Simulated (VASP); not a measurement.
# ScAgC4N4 (P-43m) in VASP: a series of runs, part 2 of 2

VASP 6.6.1. The steps go on from the part before.

## Step 3: Relaxation of cell and atoms, PBE

This run uses another cell than the first one, of 24.32 Å³/atom.

The input, INCAR:

```
SYSTEM = ScAgC4N4
PREC = Accurate ; ENCUT = 600
EDIFF = 1E-6 ; ISMEAR = 0
SIGMA = 0.02 ; LREAL = .False.
LASPH = .True. ; NELM = 60
ALGO = Normal ; ISIF = 3
LWAVE = .False. ; LCHARG = .False.
GGA = PE ; IBRION = 2
NSW = 100 ; EDIFFG = -0.01
```

The input, KPOINTS:

```
Automatic mesh
0
Gamma
  4 4 4
  0 0 0
```

The input, POSCAR:

```
ScAgC4N4
1.0
    6.2419950893      0.0000000000      0.0000000000
    0.0000000000      6.2419950893      0.0000000000
    0.0000000000      0.0000000000      6.2419950893
Sc Ag C N
1 1 4 4
Direct
    0.5000000000      0.5000000000      0.5000000000
    0.0000000000      0.0000000000      0.0000000000
    0.1990441717      0.1990441717      0.1990441717
    0.1990441717      0.8009558283      0.8009558283
    0.8009558283      0.1990441717      0.8009558283
    0.8009558283      0.8009558283      0.1990441717
    0.3079758275      0.3079758275      0.3079758275
    0.3079758275      0.6920241725      0.6920241725
    0.6920241725      0.3079758275      0.6920241725
    0.6920241725      0.6920241725      0.3079758275
```

Potentials or basis: VASP PAW PBE potentials, release 64 (Sc_sv, Ag, C, N).

On the command line:

```
$ cat potpaw_PBE.64/Sc_sv/POTCAR potpaw_PBE.64/Ag/POTCAR potpaw_PBE.64/C/POTCAR potpaw_PBE.64/N/POTCAR > POTCAR
$ mpirun -np 1 vasp_std > vasp.out
```

OUTCAR:

```text
SYSTEM = ScAgC4N4
   PREC = Accurate
   ENCUT = 600
   EDIFF = 1E-6
   ISMEAR = 0
   LREAL = .False.
   LASPH = .True.
   NELM = 60
   ISIF = 3
   GGA = PE
   IBRION = 2
   NSW = 100
   EDIFFG = -0.01

 ion  position               nearest neighbor table
   1  0.500  0.500  0.500-   7 2.08   8 2.08   9 2.08  10 2.08
   2  0.000  0.000  0.000-   3 2.15   4 2.15   5 2.15   6 2.15
   3  0.199  0.199  0.199-   7 1.18   2 2.15
   4  0.199  0.801  0.801-   8 1.18   2 2.15
   5  0.801  0.199  0.801-   9 1.18   2 2.15
   6  0.801  0.801  0.199-  10 1.18   2 2.15
   7  0.308  0.308  0.308-   3 1.18   1 2.08
   8  0.308  0.692  0.692-   4 1.18   1 2.08
   9  0.692  0.308  0.692-   5 1.18   1 2.08
  10  0.692  0.692  0.308-   6 1.18   1 2.08

  LATTYP: Found a simple cubic cell.
 ALAT       =     6.2419950893

  Lattice vectors:

 A1 = (   6.2419950893,   0.0000000000,   0.0000000000)
 A2 = (   0.0000000000,   6.2419950893,   0.0000000000)
 A3 = (   0.0000000000,   0.0000000000,   6.2419950893)

Analysis of symmetry for initial positions (statically):
=====================================================================
[... 161 lines left out ...]
 maximum number of plane-waves:      8217
 NGX is ok and might be reduce to    50
   NGX = 25   NGY = 25   NGZ = 25

--------------------------------------- Ionic step        1  -------------------------------------------

 number of electron      58.0000009 magnetization

 Free energy of the ion-electron system (eV)
  ---------------------------------------------------
  ext. energy  EPLUGINS =         0.00000000
  ---------------------------------------------------
  free energy    TOTEN  =       -78.23856258 eV

  energy without entropy =      -78.23856258  energy(sigma->0) =      -78.23856258

------------------------ aborting loop because EDIFF is reached ----------------------------------------

  FORCE on cell =-STRESS in cart. coord.  units (eV):
  Direction    XX          YY          ZZ          XY          YZ          ZX
  --------------------------------------------------------------------------------------
  -------------------------------------------------------------------------------------
  Total        0.7585791      0.7585791      0.7585791      0.0000000      0.0000000      0.0000000
  in kB        4.9973661      4.9973661      4.9973661      0.0000000      0.0000000      0.0000000
  external PRESSURE =       4.9973661 kB  Pullay stress =       0.0000000 kB
[... 163 lines left out ...]
--------------------------------------- Ionic step        5  -------------------------------------------

 number of electron      58.0000009 magnetization

 Free energy of the ion-electron system (eV)
  ---------------------------------------------------
  ext. energy  EPLUGINS =         0.00000000
  ---------------------------------------------------
  free energy    TOTEN  =       -78.24122888 eV

  energy without entropy =      -78.24122888  energy(sigma->0) =      -78.24122888

 E-fermi :  -2.1418     XC(G=0):  -6.6583

 val. band max:       -2.2582287115   @ k =   0.5000   0.5000   0.5000
 cond. band min:       0.4775052724   @ k =   0.5000   0.0000   0.0000
 fundamental gap:      2.7357339838
 Fermi energy:        -2.1418266211

 k-point     1 :       0.0000    0.0000    0.0000
  band No.  band energies     occupation
      1     -51.3956      2.00000
      2     -30.0403      2.00000
      3     -30.0403      2.00000
      4     -30.0403      2.00000
      5     -18.8875      2.00000
      6     -18.8023      2.00000
[... 406 lines left out ...]
  FREE ENERGIE OF THE ION-ELECTRON SYSTEM (eV)
  ---------------------------------------------------
  free  energy   TOTEN  =       -78.2412288801 eV

  energy  without entropy=      -78.2412288801  energy(sigma->0) =      -78.24122888

 reached required accuracy - stopping structural energy minimisation
```

CONTCAR:

```text
ScAgC4N4
   1.00000000000000
     6.2513935858233820    0.0000000000000000    0.0000000000000000
     0.0000000000000000    6.2513935858233820    0.0000000000000000
    -0.0000000000000000    0.0000000000000000    6.2513935858233820
  Sc              Ag              C               N
     1     1     4     4
Direct
     0.5000000000000000    0.5000000000000000    0.5000000000000000
     0.0000000000000000    1.0000000000000000    0.0000000000000000
     0.1989165990608899    0.1989165990608899    0.1989165990608899
     0.1989165990608899    0.8010834009391101    0.8010834009391101
     0.8010834009391101    0.1989165990608899    0.8010834009391101
     0.8010834009391101    0.8010834009391101    0.1989165990608899
     0.3079779416103014    0.3079779416103014    0.3079779416103014
     0.3079779416103014    0.6920220583896985    0.6920220583896985
     0.6920220583896985    0.3079779416103014    0.6920220583896985
     0.6920220583896985    0.6920220583896985    0.3079779416103014

  0.00000000E+00  0.00000000E+00  0.00000000E+00
  0.00000000E+00  0.00000000E+00  0.00000000E+00
  0.00000000E+00  0.00000000E+00  0.00000000E+00
  0.00000000E+00  0.00000000E+00  0.00000000E+00
  0.00000000E+00  0.00000000E+00  0.00000000E+00
  0.00000000E+00  0.00000000E+00  0.00000000E+00
  0.00000000E+00  0.00000000E+00  0.00000000E+00
  0.00000000E+00  0.00000000E+00  0.00000000E+00
  0.00000000E+00  0.00000000E+00  0.00000000E+00
  0.00000000E+00  0.00000000E+00  0.00000000E+00
```

It took 3.7 min on 1 thread of Intel Xeon 6975P-C (Granite Rapids), shared host; peak memory 0.44 GiB.

Results:

```yaml
Free_energy: -78.2412 eV
Relaxed_volume: 24.43 Å³/atom
Relaxed_cell: a = 6.251 Å, b = 6.251 Å, c = 6.251 Å, α = 90.00°, β = 90.00°, γ = 90.00°
Space_group_after_relaxing_to_0.1_Å: P-43m (No. 215)
Energy_gained_by_relaxing: 0.3 meV/atom
Ionic_steps: 5
Pressure_after_relaxing: 0.0 GPa
Largest_force_after_relaxing: 0.009 eV/Å
Band_gap_on_the_k_mesh: 2.74 eV (least direct gap 2.75 eV)
```

Forces in eV/Å, atoms in the order of the input:
```
Sc   0.000  0.000  0.000
Ag   0.000  0.000  0.000
C    0.005  0.005  0.005
C    0.005 -0.005 -0.005
C   -0.005  0.005 -0.005
C   -0.005 -0.005  0.005
N   -0.001 -0.001 -0.001
N   -0.001  0.001  0.001
N    0.001 -0.001  0.001
N    0.001  0.001 -0.001
```

Step by step:
| step | energy change (eV) | largest force (eV/Å) | pressure (GPa) | volume (Å³) |
| --- | --- | --- | --- | --- |
| 1 | 0.0000 | 0.3169 | 0.50 | 243.20 |
| 2 | 0.1825 | 2.9989 | -2.70 | 245.88 |
| 3 | -0.0020 | 0.0509 | 0.17 | 243.45 |
| 4 | -0.0020 | 0.0423 | 0.18 | 243.44 |
| 5 | -0.0027 | 0.0095 | 0.03 | 244.30 |

Final structure:
```
CELL_PARAMETERS angstrom
6.25139 0.00000 0.00000
0.00000 6.25139 0.00000
0.00000 0.00000 6.25139
ATOMIC_POSITIONS crystal
Sc 0.50000 0.50000 0.50000
Ag 0.00000 0.00000 0.00000
C 0.19892 0.19892 0.19892
C 0.19892 0.80108 0.80108
C 0.80108 0.19892 0.80108
C 0.80108 0.80108 0.19892
N 0.30798 0.30798 0.30798
N 0.30798 0.69202 0.69202
N 0.69202 0.30798 0.69202
N 0.69202 0.69202 0.30798
```

Levels at points of the mesh, in eV from the valence-band top:
```tsv
k point	band 26	band 27	band 28	band 29	band 30	band 31	band 32	band 33
(0.00, 0.00, 0.00)	-1.82	-0.02	-0.02	-0.02	2.77	2.77	3.31	3.31
(0.50, 0.00, 0.00)	-1.63	-0.12	-0.02	-0.02	2.74	2.79	3.58	3.59
(0.50, 0.50, 0.00)	-1.60	-0.05	-0.01	-0.01	2.76	2.76	3.59	3.67
(0.50, 0.50, 0.50)	-1.78	0.00	0.00	0.00	2.79	2.79	3.55	3.55
```

A k mesh can miss the band edges.

## Step 4: Single point, PBE

This run uses another cell than the first one, of 24.32 Å³/atom.

The input, INCAR:

```
SYSTEM = ScAgC4N4
PREC     = Accurate       ! precision mode
ENCUT    = 700            ! plane-wave cutoff, eV
EDIFF    = 1E-6           ! SCF threshold, eV
ISMEAR   = 0              ! smearing method
SIGMA    = 0.1            ! smearing width, eV
LREAL    = .False.        ! projectors in reciprocal space
LASPH    = .True.         ! aspherical terms in the spheres
NELM     = 120            ! most SCF steps
ALGO     = Normal         ! electronic algorithm
ISIF     = 2              ! what is computed and relaxed
LWAVE    = .False.        ! write WAVECAR
LCHARG   = .False.        ! write CHGCAR
GGA      = PE             ! functional
NBANDS   = 44             ! bands
GGA_COMPAT= .False.
```

KPOINTS is that of step 3.

POSCAR is that of step 3.

Potentials or basis: VASP PAW PBE potentials, release 64 (Sc_sv, Ag_sv_GW, C, N).

On the command line:

```
$ cat potpaw_PBE.64/Sc_sv/POTCAR potpaw_PBE.64/Ag_sv_GW/POTCAR potpaw_PBE.64/C/POTCAR potpaw_PBE.64/N/POTCAR > POTCAR
$ mpirun -np 1 vasp_std > vasp.out
```

OUTCAR:

```text
SYSTEM = ScAgC4N4
   PREC = Accurate
   ENCUT = 700
   EDIFF = 1E-6
   ISMEAR = 0
   LREAL = .False.
   LASPH = .True.
   NELM = 120
   ISIF = 2
   GGA = PE

 ion  position               nearest neighbor table
   1  0.500  0.500  0.500-   7 2.08   8 2.08   9 2.08  10 2.08
   2  0.000  0.000  0.000-   3 2.15   4 2.15   5 2.15   6 2.15
   3  0.199  0.199  0.199-   7 1.18   2 2.15
   4  0.199  0.801  0.801-   8 1.18   2 2.15
   5  0.801  0.199  0.801-   9 1.18   2 2.15
   6  0.801  0.801  0.199-  10 1.18   2 2.15
   7  0.308  0.308  0.308-   3 1.18   1 2.08
   8  0.308  0.692  0.692-   4 1.18   1 2.08
   9  0.692  0.308  0.692-   5 1.18   1 2.08
  10  0.692  0.692  0.308-   6 1.18   1 2.08

  LATTYP: Found a simple cubic cell.
 ALAT       =     6.2419950893

  Lattice vectors:

 A1 = (   6.2419950893,   0.0000000000,   0.0000000000)
 A2 = (   0.0000000000,   6.2419950893,   0.0000000000)
 A3 = (   0.0000000000,   0.0000000000,   6.2419950893)

Analysis of symmetry for initial positions (statically):
[... 184 lines left out ...]
      1     -92.0998      2.00000
      2     -55.5533      2.00000
      3     -55.5533      2.00000
      4     -55.5533      2.00000
      5     -51.4390      2.00000
      6     -30.0866      2.00000
[... 459 lines left out ...]
     43       3.7066      0.00000
     44       3.7174      0.00000

------------------------ aborting loop because EDIFF is reached ----------------------------------------

  FORCE on cell =-STRESS in cart. coord.  units (eV):
  Direction    XX          YY          ZZ          XY          YZ          ZX
  --------------------------------------------------------------------------------------
  -------------------------------------------------------------------------------------
  Total        0.7026412      0.7026412      0.7026412      0.0000000     -0.0000000      0.0000000
  in kB        4.6288586      4.6288586      4.6288586      0.0000000     -0.0000000      0.0000000
  external PRESSURE =       4.6288586 kB  Pullay stress =       0.0000000 kB

 VOLUME and BASIS-vectors are now :
 -----------------------------------------------------------------------------
  energy-cutoff  :      700.00
  volume of cell :      243.20
      direct lattice vectors                 reciprocal lattice vectors
     6.241995089  0.000000000  0.000000000     0.160205189  0.000000000  0.000000000
     0.000000000  6.241995089  0.000000000     0.000000000  0.160205189  0.000000000
     0.000000000  0.000000000  6.241995089     0.000000000  0.000000000  0.160205189

 POSITION                                       TOTAL-FORCE (eV/Angst)
 -----------------------------------------------------------------------------------
      3.12100      3.12100      3.12100        -0.000000      0.000000      0.000000
      0.00000      0.00000      0.00000        -0.000000     -0.000000      0.000000
      1.24243      1.24243      1.24243        -0.189223     -0.189223     -0.189223
      1.24243      4.99956      4.99956        -0.189223      0.189223      0.189223
      4.99956      1.24243      4.99956         0.189223     -0.189223      0.189223
      4.99956      4.99956      1.24243         0.189223      0.189223     -0.189223
      1.92238      1.92238      1.92238         0.168810      0.168810      0.168810
      1.92238      4.31961      4.31961         0.168810     -0.168810     -0.168810
      4.31961      1.92238      4.31961        -0.168810      0.168810     -0.168810
      4.31961      4.31961      1.92238        -0.168810     -0.168810      0.168810
 -----------------------------------------------------------------------------------
    total drift:                               -0.000000     -0.000000      0.000000

  FREE ENERGIE OF THE ION-ELECTRON SYSTEM (eV)
  ---------------------------------------------------
  free  energy   TOTEN  =       -76.2079271423 eV

  energy  without entropy=      -76.2079271423  energy(sigma->0) =      -76.20792714
```

OSZICAR:

```text
N       E                     dE             d eps       ncg     rms          rms(c)
DAV:   1     0.102377961063E+04    0.10238E+04   -0.34137E+04   904   0.173E+03
DAV:   2     0.469837192289E+02   -0.97680E+03   -0.95143E+03  1164   0.594E+02
DAV:   3    -0.861378625801E+02   -0.13312E+03   -0.12771E+03  1384   0.212E+02
DAV:   4    -0.965565151844E+02   -0.10419E+02   -0.10048E+02  1448   0.665E+01
DAV:   5    -0.970538422530E+02   -0.49733E+00   -0.47758E+00  1504   0.129E+01    0.363E+01
DAV:   6    -0.943144794776E+02    0.27394E+01   -0.33968E+02  1424   0.165E+02    0.264E+01
DAV:   7    -0.804200687690E+02    0.13894E+02   -0.51639E+01  1400   0.818E+01    0.144E+01
DAV:   8    -0.762190193909E+02    0.42010E+01   -0.17995E+01  1440   0.577E+01    0.406E+00
DAV:   9    -0.762413267406E+02   -0.22307E-01   -0.22871E+00  1456   0.112E+01    0.265E+00
DAV:  10    -0.762123312804E+02    0.28995E-01   -0.21224E-01  1360   0.640E+00    0.115E+00
DAV:  11    -0.762073303161E+02    0.50010E-02   -0.41224E-02  1256   0.138E+00    0.285E-01
DAV:  12    -0.762074055435E+02   -0.75227E-04   -0.79798E-03  1496   0.930E-01    0.120E-01
DAV:  13    -0.762079135043E+02   -0.50796E-03   -0.12007E-03  1432   0.403E-01    0.835E-02
DAV:  14    -0.762079359296E+02   -0.22425E-04   -0.84585E-04  1376   0.516E-01    0.300E-02
DAV:  15    -0.762079345314E+02    0.13982E-05   -0.15406E-04  1432   0.113E-01    0.241E-02
DAV:  16    -0.762079273719E+02    0.71596E-05   -0.61794E-05  1320   0.135E-01    0.710E-03
DAV:  17    -0.762079277055E+02   -0.33368E-06   -0.13189E-05  1248   0.308E-02    0.659E-03
DAV:  18    -0.762079271423E+02    0.56325E-06   -0.73356E-07   800   0.181E-02
   1 F= -.76207927E+02 E0= -.76207927E+02  d E =-.201019E-10
```

stdout:

```text
POSCAR found type information on POSCAR ScAgC N
 POSCAR found :  4 types and      10 ions
 scaLAPACK will be used
 LDA part: xc-table for (Slater+PW92), standard interpolation
 POSCAR, INCAR and KPOINTS ok, starting setup
 FFT: planning ... GRIDC
 FFT: planning ... GRID_SOFT
 FFT: planning ... GRID
 WAVECAR not read
 entering main loop
```

Run time: 5 min. Hardware: 1 thread of Intel Xeon Platinum 8259CL at 2.50GHz (Skylake/Cascade Lake), shared host; peak memory 0.52 GiB.

Results:

```yaml
Free_energy: -76.2079 eV
Pressure: 0.5 GPa
Largest_force: 0.328 eV/Å
Band_gap_on_the_k_mesh: 2.73 eV (least direct gap 2.75 eV)
```

Forces in eV/Å, atoms in the order of the input:
```
Sc   0.000  0.000  0.000
Ag   0.000  0.000  0.000
C   -0.189 -0.189 -0.189
C   -0.189  0.189  0.189
C    0.189 -0.189  0.189
C    0.189  0.189 -0.189
N    0.169  0.169  0.169
N    0.169 -0.169 -0.169
N   -0.169  0.169 -0.169
N   -0.169 -0.169  0.169
```

Levels at points of the mesh, in eV from the valence-band top:
```
           k point  band 31  band 32  band 33  band 34  band 35  band 36
(0.00, 0.00, 0.00)    -0.02    -0.02    -0.02     2.77     2.77     3.30
(0.50, 0.00, 0.00)    -0.12    -0.02    -0.02     2.73     2.78     3.58
(0.50, 0.50, 0.00)    -0.05    -0.01    -0.01     2.75     2.76     3.59
(0.50, 0.50, 0.50)     0.00     0.00     0.00     2.79     2.79     3.55
```

A k mesh can miss the band edges.

## Step 5: The runs side by side

```tsv
task	potentials or basis	cell	cutoff (eV)	smearing	gap on the mesh (eV)	pressure (GPa)	relaxed volume (Å³/atom)	largest force (eV/Å)
relaxation of cell and atoms	VASP PAW PBE potentials, release 64 (Sc_sv, Ag, C, N)	relaxed from a = 6.134 Å, 10 atoms, atomic positions A	600	gaussian 0.1 eV	2.73	0.0	24.44	0.02
relaxation of cell and atoms	VASP PAW PBE potentials, release 64 (Sc_sv, Ag, C, N)	relaxed from a = 6.242 Å, 10 atoms, atomic positions B	600	gaussian 0.02 eV	2.74	0.0	24.43	0.01
single point	VASP PAW PBE potentials, release 64 (Sc_sv, Ag_sv_GW, C, N)	a = 6.242 Å, 10 atoms, atomic positions B	700	gaussian 0.1 eV	2.73	0.5	-	0.33
```

Alike in all rows: level PBE; no spin polarisation; k mesh 4 × 4 × 4.

Absolute energies hang on the potentials; compare differences alone.
